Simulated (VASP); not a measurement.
## La: single point with PBE

La:

```
CELL_PARAMETERS angstrom
0.00000 2.65238 2.65238
2.65238 0.00000 2.65238
2.65238 2.65238 0.00000
ATOMIC_POSITIONS crystal
La 0.00000 0.00000 0.00000
```

This isn't the form of La at room conditions, which is double hcp.

* Program: VASP 6.6.1
* Task: single point
* Functional: PBE
* Potentials or basis: VASP PAW PBE potentials, release 64 (La)
* Cutoff: 520 eV
* k mesh: 17 × 17 × 17
* Occupations: fermi-dirac, width 0.1 eV
* Spin: no spin polarisation

```json
{"Pressure": "-0.1 GPa", "Band gap on the k mesh": "zero (an odd number of electrons rules out a gap without spin polarisation)"}
```

Levels at points of the mesh, in eV from the Fermi level:
| k point | band 1 | band 2 | band 3 | band 4 | band 5 | band 6 | band 7 | band 8 | band 9 | band 10 |
| --- | --- | --- | --- | --- | --- | --- | --- | --- | --- | --- |
| (0.00, 0.00, 0.00) | -32.86 | -15.86 | -15.86 | -15.86 | -3.17 | 1.32 | 1.49 | 1.49 | 1.49 | 1.81 |

Wall time 3.1 min on 1 thread of AMD EPYC 7R43 64-Core Processor (Zen 3), with other jobs on the host, peak memory 0.2 GiB.

Caveat: spin-orbit coupling is left out, which moves the levels of the heavy elements.
